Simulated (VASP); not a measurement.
A run of VASP 6.6.1 is set up as follows.

Contents of INCAR:

```
PREC = Accurate
ENCUT = 520
EDIFF = 1E-6
ISMEAR = 0
SIGMA = 0.02
LREAL = False
LASPH = True
NELM = 100
ALGO = Normal
ISIF = 2
LWAVE = False
LCHARG = True
GGA = PE
IVDW = 12
LELF = True
LVHAR = True
NBANDS = 21
```

The input KPOINTS:

```
regular mesh
0
Gamma
  12 12 4
```

Contents of POSCAR:

```
BN
1.0
    2.5061138137      0.0000000000      0.0000000000
   -1.2530569069      2.1703582275      0.0000000000
    0.0000000000      0.0000000000      9.6869582554
B N
3 3
Direct
    0.0000000000      0.0000000000      0.0002499190
    0.6666666667      0.3333333333      0.3335832523
    0.3333333333      0.6666666667      0.6669165856
    0.6666666667      0.3333333333      0.0006504144
    0.3333333333      0.6666666667      0.3339837477
    0.0000000000      0.0000000000      0.6673170810
```

Potentials or basis: VASP PAW PBE potentials, release 64 (B, N).

Run with:

```bash
$ cat potpaw_PBE.64/B/POTCAR potpaw_PBE.64/N/POTCAR > POTCAR
$ mpirun -np 1 vasp_std > vasp.out
```

What does it give for the band gap on the k mesh?

4.18 eV.

Predict the pressure.

0.3 GPa.

Forces on the atoms (eV/Å):
```
B    0.000  0.000  0.002
B    0.000  0.000  0.002
B    0.000  0.000  0.002
N    0.000  0.000 -0.002
N    0.000  0.000 -0.002
N    0.000  0.000 -0.002
```

Caveat: the cell differs from its parent crystal (strain along c alone, the other axes held: -2.0 %, then relaxed in part). A k mesh can miss the band edges.
